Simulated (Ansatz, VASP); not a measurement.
Two plane-wave programs on Y2AlN3

```
Y Al N
1.0
     3.31491    0.00000    0.00000
    -1.65745    2.87080    0.00000
     0.00000    0.00000    7.97758
Y Al N
2 1 3
Direct
  0.33333 0.66667 0.68186
  0.66667 0.33333 0.31814
  0.00000 0.00000 0.00000
  0.33333 0.66667 0.14008
  0.66667 0.33333 0.85992
  0.00000 0.00000 0.50000
```

Alike in both runs: functional PBE; k mesh 12 × 12 × 6; occupations gaussian, width 0.02 eV; no spin polarisation.

Ansatz relaxed the structure, and its values are those at the end. VASP's run is a single point on that final structure, the one shown.

|  | VASP | Ansatz |
| --- | --- | --- |
| version | VASP 6.6.1 | Ansatz 0.2.0 |
| potentials or method | VASP PAW PBE potentials, release 64 (Y_sv, Al, N), cutoff 520 eV | scalar-relativistic, plane waves, PAW |
| valence electrons in the cell | 40 | 40 |

|  | VASP | Ansatz | Ansatz less VASP |
| --- | --- | --- | --- |
| gap on the k mesh at the Fermi level (eV) | 0.51 | 0.51 | +0.002 |
| least direct gap on the mesh (eV) | 1.52 | 1.52 | +0.001 |
| pressure (GPa) | -0.2 | 0.0 | +0.20 |
